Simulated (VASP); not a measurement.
A run of VASP 6.6.1:

Contents of INCAR:

```
SYSTEM = CsCu
  ALGO = Normal
  EDIFF = 1E-6
  ENCUT = 520
  GGA = PE
  ISIF = 2
  ISMEAR = 0
  LASPH = .True.
  LCHARG = .True.
  LELF = .True.
  LREAL = .False.
  LVHAR = .True.
  LWAVE = .False.
  NBANDS = 17
  NELM = 60
  PREC = Accurate
  SIGMA = 0.02
```

KPOINTS

```
k-points
0
Gamma
  6 6 6
  0 0 0
```

The input POSCAR:

```
CsCu
1.0
    5.0531148693      0.0000000000      0.0000000000
   -2.5265574347      4.3761258451      0.0000000000
    0.0000000000      0.0000000000      4.5724842304
Cs Cu
1 1
Direct
    0.3333333333      0.6666666667      0.5000000000
    0.0000000000      0.0000000000      0.0000000000
```

Potentials or basis: VASP PAW PBE potentials, release 64 (Cs_sv, Cu).

Launch:

```console
$ cat potpaw_PBE.64/Cs_sv/POTCAR potpaw_PBE.64/Cu/POTCAR > POTCAR
$ mpirun -np 1 vasp_std > vasp.out
```

Hardware: 1 thread of Intel(R) Xeon(R) 6975P-C (Granite Rapids), with other jobs on the host.

**Question.** How long does it take, and how much memory?

**Answer.** It took 27 s on 1 thread of Intel(R) Xeon(R) 6975P-C (Granite Rapids), with other jobs on the host, peak memory 0.25 GiB. Counts: scf iterations 14, k points 28.
